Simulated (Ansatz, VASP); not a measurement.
WSe2 in VASP and in Ansatz

File POSCAR:

```
WSe2
1.0
    3.3152289721      0.0000000000      0.0000000000
   -1.6576144860      2.8710725092      0.0000000000
    0.0000000000      0.0000000000     13.7125020895
W Se
2 4
Direct
    0.3333333333      0.6666666667      0.2500000000
    0.6666666667      0.3333333333      0.7500000000
    0.3333333333      0.6666666667      0.6288316839
    0.6666666667      0.3333333333      0.1288316839
    0.3333333333      0.6666666667      0.8711683161
    0.6666666667      0.3333333333      0.3711683161
```

File INCAR.step1:

```
ALGO     = Normal         # electronic algorithm
EDIFF    = 1E-4           # SCF threshold, eV
ENCUT    = 520            # plane-wave cutoff, eV
GGA      = PE             # functional
ISMEAR   = 0              # smearing method
LASPH    = T              # aspherical terms in the spheres
LCHARG   = F              # write CHGCAR
LREAL    = F              # projectors in reciprocal space
LWAVE    = T              # write WAVECAR
NBANDS   = 35             # bands
NELM     = 100            # most SCF steps
PREC     = Accurate       # precision mode
SIGMA    = 0.02           # smearing width, eV
```

INCAR.step2

```
ALGO     = Normal         # electronic algorithm
EDIFF    = 1E-6           # SCF threshold, eV
ENCUT    = 520            # plane-wave cutoff, eV
ISIF     = 2              # what is computed and relaxed
ISMEAR   = 0              # smearing method
ISTART   = 1            
LASPH    = T              # aspherical terms in the spheres
LCHARG   = F              # write CHGCAR
LMIXTAU  = T            
LREAL    = F              # projectors in reciprocal space
LWAVE    = F              # write WAVECAR
METAGGA  = R2SCAN         # meta-GGA
NBANDS   = 35             # bands
NELM     = 100            # most SCF steps
PREC     = Accurate       # precision mode
SIGMA    = 0.02           # smearing width, eV
```

KPOINTS

```
k-points
0
Gamma
  12 12 2
```

Input for Ansatz:

```yaml
crystal:
  lattice:
    - [3.3152289721, 0.0, 0.0]
    - [-1.657614486, 2.8710725092, 0.0]
    - [0.0, 0.0, 13.7125020895]
  atoms:
    - { symbol: W, position: [0.3333333333, 0.6666666667, 0.25] }
    - { symbol: W, position: [0.6666666667, 0.3333333333, 0.75] }
    - { symbol: Se, position: [0.3333333333, 0.6666666667, 0.6288316839] }
    - { symbol: Se, position: [0.6666666667, 0.3333333333, 0.1288316839] }
    - { symbol: Se, position: [0.3333333333, 0.6666666667, 0.8711683161] }
    - { symbol: Se, position: [0.6666666667, 0.3333333333, 0.3711683161] }
basis:
  ecutwfc: 500
kpoints:
  mp_grid: { grid: [12, 12, 2] }
  band_path:
    path:
      - [[0.0, 0.0, 0.0], [0.5, 0.0, 0.0], [0.33333333, 0.33333333, 0.0], [0.0, 0.0, 0.0], [0.0, 0.0, 0.5], [0.5, 0.0, 0.5], [0.33333333, 0.33333333, 0.5], [0.0, 0.0, 0.5]]
      - [[0.5, 0.0, 0.5], [0.5, 0.0, 0.0]]
      - [[0.33333333, 0.33333333, 0.5], [0.33333333, 0.33333333, 0.0]]
    npoints: 14
hamiltonian:
  xc: r2scan
scf:
  occupations: { method: gaussian, width: 0.02 }
  n_extra_bands: 15
output:
  forces: true
  stress: true
  eigenvalues: true
  populations: true
  dos: { projected: true, de: 0.02, nscf_kmesh: { grid: [18, 18, 3] } }
  bader: true
```

Alike in both runs: task single point; functional r2SCAN; k mesh 12 × 12 × 2; occupations gaussian, width 0.02 eV; no spin polarisation.

```csv
,VASP,Ansatz
version,VASP 6.6.1,Ansatz 0.2.0
potentials or method,"VASP PAW PBE potentials, release 64 (W_sv, Se), cutoff 520 eV","scalar-relativistic, plane waves, PAW"
valence electrons in the cell,52,92
```

VASP gave:

| Property | Result |
| --- | --- |
| gap on the k mesh at the Fermi level (eV) | 1.34 |
| least direct gap on the mesh (eV) | 1.58 |
| pressure (GPa) | 0.3 |
| rms of the force components (eV/Å) | 0.021 |

**Question.** Estimate Ansatz's values.

**Answer.** gap on the k mesh at the Fermi level (eV): 1.35; least direct gap on the mesh (eV): 1.59; pressure (GPa): 0.0; rms of the force components (eV/Å): 0.001.

VASP's potentials were made for PBE, not for r2SCAN. Atom by atom the forces differ by 0.021 eV/Å (rms over components). VASP's potentials hold 52 valence electrons a cell and Ansatz's 92, so a difference there can come from the potentials and not from the codes.

Neither program's run includes spin-orbit coupling.
